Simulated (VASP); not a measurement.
Wanted: the native input for a VASP 6.6.1 run.

| Quantity | Value |
| --- | --- |
| Task | single point |
| Functional | PBE |
| Potentials or basis | VASP PAW PBE potentials, release 64 (Ga_d, Sb) |
| Cutoff | 520 eV |
| k mesh | 16 × 16 × 16 |
| Occupations | gaussian, width 0.15 eV |
| Spin | no spin polarisation |
| Dipole correction | no |
| Further INCAR settings | ALGO = Normal; EDIFF = 1e-06; NBANDS = 16 |

The structure of GaSb lies in POSCAR:

```
GaSb
1.0
   -2.9593500000      2.9593500000      1.4546000000
    2.9593500000     -2.9593500000      1.4546000000
    2.9593500000      2.9593500000     -1.4546000000
Ga Sb
1 1
Direct
    0.2500000000      0.7500000000      0.5000000000
    0.0000000000      0.0000000000      0.0000000000
```

The input as run:

INCAR

```
SYSTEM = GaSb
PREC = Accurate
ENCUT = 520
EDIFF = 1E-6
ISMEAR = 0
SIGMA = 0.15
LREAL = .False.
LASPH = .True.
NELM = 100
ALGO = Normal
ISIF = 2
LWAVE = .False.
LCHARG = .False.
GGA = PE
NBANDS = 16
```

KPOINTS

```
regular mesh
0
Gamma
  16 16 16
  0 0 0
```

Potentials or basis: VASP PAW PBE potentials, release 64 (Ga_d, Sb).

Run with:

```sh
$ cat potpaw_PBE.64/Ga_d/POTCAR potpaw_PBE.64/Sb/POTCAR > POTCAR
$ mpirun -np 1 vasp_std > vasp.out
```

Results of the run:

```json
{
 "Pressure": "-1.2 GPa",
 "Band gap on the k mesh": "zero (bands 9 and 10 overlap by 3.18 eV)"
}
```

Caveat: spin-orbit coupling is left out, which moves the levels of the heavy elements.

Run time: 4.1 min on 1 thread of Intel Xeon 8259CL (shared host), peak memory 0.44 GiB.
